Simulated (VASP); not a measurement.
Write the native input for VASP 6.6.1 that does the following.

```yaml
Task: single point
Functional: PBEsol
Potentials_or_basis: VASP PAW PBE potentials, release 64 (Pd)
Cutoff: 520 eV
k_mesh: 18 × 18 × 6
Occupations: gaussian, width 0.1 eV
Spin: collinear spin, ferromagnetic start
Starting_moments: "[0.46, 0.45, 0.46, 0.45] μB"
Dipole_correction: no
Further_INCAR_settings: ALGO = Normal; EDIFF = 1e-06; NBANDS = 32
```

The structure of Pd lies in POSCAR:

```
Pd
1.0
    2.7323252840      0.0000000000      0.0000000000
   -1.3661626420      2.3662631073      0.0000000000
    0.0000000000      0.0000000000      9.0195305435
Pd
4
Direct
    0.0000000000      0.0000000000      0.0000000000
    0.3333333333      0.6666666667      0.2500000000
    0.0000000000      0.0000000000      0.5000000000
    0.6666666667      0.3333333333      0.7500000000
```

The input as run:

INCAR

```
SYSTEM = Pd
ALGO     = Normal         ! electronic algorithm
EDIFF    = 1E-6           ! SCF threshold, eV
ENCUT    = 520            ! plane-wave cutoff, eV
GGA      = PS             ! functional
ISIF     = 2              ! what is computed and relaxed
ISMEAR   = 0              ! smearing method
ISPIN    = 2              ! spin polarisation
LASPH    = .True.         ! aspherical terms in the spheres
LCHARG   = .False.        ! write CHGCAR
LMAXMIX  = 4              ! l up to which the mixer works
LORBIT   = 11             ! projections on sites
LREAL    = .False.        ! projectors in reciprocal space
LWAVE    = .False.        ! write WAVECAR
MAGMOM   = 0.46 0.45 0.46 0.45 ! initial moments
NBANDS   = 32             ! bands
NELM     = 150            ! most SCF steps
PREC     = Accurate       ! precision mode
SIGMA    = 0.1            ! smearing width, eV
```

KPOINTS

```
k-points
0
Gamma
  18 18 6
  0 0 0
```

Potentials or basis: VASP PAW PBE potentials, release 64 (Pd).

The run is started by

```bash
$ cat potpaw_PBE.64/Pd/POTCAR > POTCAR
$ mpirun -np 1 vasp_std > vasp.out
```

It gave:

| Item | Value |
| --- | --- |
| Pressure | -0.3 GPa |
| Band gap on the k mesh | zero (filled and empty bands overlap) |
| Net moment | 0.02 μB per cell |
| Valence electrons inside the program's atomic spheres | Pd 9.45 |

Caveat: the PAW data sets were made with another functional, which shifts forces and pressure a little.

Run time: 17 min on 1 thread of Intel(R) Xeon(R) Platinum 8488C (Sapphire Rapids) (shared host), peak memory 0.45 GiB.
